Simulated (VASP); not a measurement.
A run of VASP 6.6.1 is set up as follows.

The input INCAR:

```
  PREC = Accurate
  ENCUT = 520
  EDIFF = 1E-6
  ISMEAR = -1
  SIGMA = 0.05
  LREAL = F
  LASPH = T
  NELM = 80
  ALGO = Normal
  ISIF = 2
  LWAVE = F
  LCHARG = F
  GGA = PE
  NBANDS = 21
```

Contents of KPOINTS:

```
Automatic mesh
0
Gamma
  6 6 6
```

POSCAR

```
Ge
1.0
    0.0000000000      2.8979348588      2.8979348588
    2.8979348588      0.0000000000      2.8979348588
    2.8979348588      2.8979348588      0.0000000000
Ge
2
Direct
    0.0000000000      0.0000000000      0.0000000000
    0.2500000000      0.2500000000      0.2500000000
```

Potentials or basis: VASP PAW PBE potentials, release 64 (Ge_d).

Command:

```sh
$ cat potpaw_PBE.64/Ge_d/POTCAR > POTCAR
$ mpirun -np 1 vasp_std > vasp.out
```

Q: Predict the band gap on the k mesh.

A: Zero (band 14 reaches 4.32 eV, above the bottom of band 15 at 4.30 eV).

Q: What does it give for the pressure?

A: -0.9 GPa.

**The experiment to reproduce.**

From “Electronic and optical properties of SixGe1-x-ySny alloys lattice-matched to Ge”, 2021, arxiv:2109.02782, for a bulk crystal of Ge at 293 K: band gap 0.666 eV (indirect).

Measured gap of Ge: 0.666 eV (indirect; 293 K; “Electronic and optical properties of SixGe1-x-ySny alloys lattice-matched to Ge”, 2021, arxiv:2109.02782). This calculation gives 0.00 eV (-0.67 eV). 3 values of this kind are on record (0.666 to 0.807 eV); this one was drawn at random among those near their median. Spin-orbit coupling on Ge is left out. The value is that of PBE on a finite k mesh, which can miss the band edges, without temperature or zero-point motion. Semilocal functionals fall short of measured gaps as a rule.
